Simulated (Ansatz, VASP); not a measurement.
# One calculation of CaMg, two programs

```
Ca Mg
1.0
     4.32943    0.00000    0.00000
     0.00000    4.32943    0.00000
     0.00000    0.00000    3.86162
Ca Mg
1 1
Direct
  0.00000 0.00000 0.50000
  0.50000 0.50000 0.00000
```

Change from the starting cell: strain +0.0750 x Voigt [1, 1, 0, 0, 0, 0], atoms carried along.

Alike in both runs: task single point; functional LDA; k mesh 12 × 12 × 12; occupations gaussian, width 0.15 eV; no spin polarisation.

|  | VASP | Ansatz |
| --- | --- | --- |
| version | VASP 6.6.1 | Ansatz 0.2.0 |
| potentials or method | VASP PAW LDA potentials, release 64 (Ca_sv, Mg), cutoff 520 eV | scalar-relativistic, plane waves, PAW |
| valence electrons in the cell | 12 | 20 |

VASP gave:

- gap on the k mesh at the Fermi level (eV): none
- pressure (GPa): -4.4
- traceless stress, the component that is largest in VASP (GPa): 0.94

Problem. Estimate Ansatz's values.

Solution. gap on the k mesh at the Fermi level (eV): none; pressure (GPa): -4.2; traceless stress, the component that is largest in VASP (GPa): 0.92.

LDA's correlation is that of Perdew and Zunger in VASP and of Perdew and Wang (1992) in Ansatz. A gap of «none» marks a metal or a gap that the smearing closes. VASP's potentials hold 12 valence electrons a cell and Ansatz's 20, so a difference there can come from the potentials and not from the codes.
